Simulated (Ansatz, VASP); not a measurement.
**Au in VASP and in Ansatz**

```
Au
1.0
     2.94696    0.00000    0.00000
    -1.47348    2.55214    0.00000
     0.00000    0.00000    4.77407
Au
2
Direct
  0.25333 0.62667 0.19000
  0.74667 0.37333 0.81000
```

Change from the starting cell: shortest bond scaled by 0.76, crystal datasets.

Alike in both runs: task electric field gradients; functional PBEsol; k mesh 12 × 12 × 6; occupations fermi-dirac, width 0.05 eV; no spin polarisation.

```csv
,VASP,Ansatz
version,VASP 6.6.1,Ansatz 0.2.0
potentials or method,"VASP PAW PBE potentials, release 64 (Au), cutoff 520 eV","all-electron PAW with datasets made for the crystal, scalar-relativistic"
```

VASP gave:

```
pressure (GPa)                                                : 32.2
traceless stress, the component that is largest in VASP (GPa) : 28.01
rms of the force components (eV/Å)                            : 5.741
size of Vzz on the site where it differs most (V/Å²)          : 138.6
```

Question: Which values does Ansatz return?

Answer: Pressure (GPa): 32.6; traceless stress, the component that is largest in VASP (GPa): 28.38; rms of the force components (eV/Å): 5.800; size of Vzz on the site where it differs most (V/Å²): 40.1.

VASP's potentials were made for PBE, not for PBEsol. Atom by atom the forces differ by 0.059 eV/Å (rms over components). Both programs put the cell under a high pressure, so it lies far from rest at this level. Ansatz ran all-electron here, and VASP with PAW potentials.

Spin-orbit coupling is off throughout.
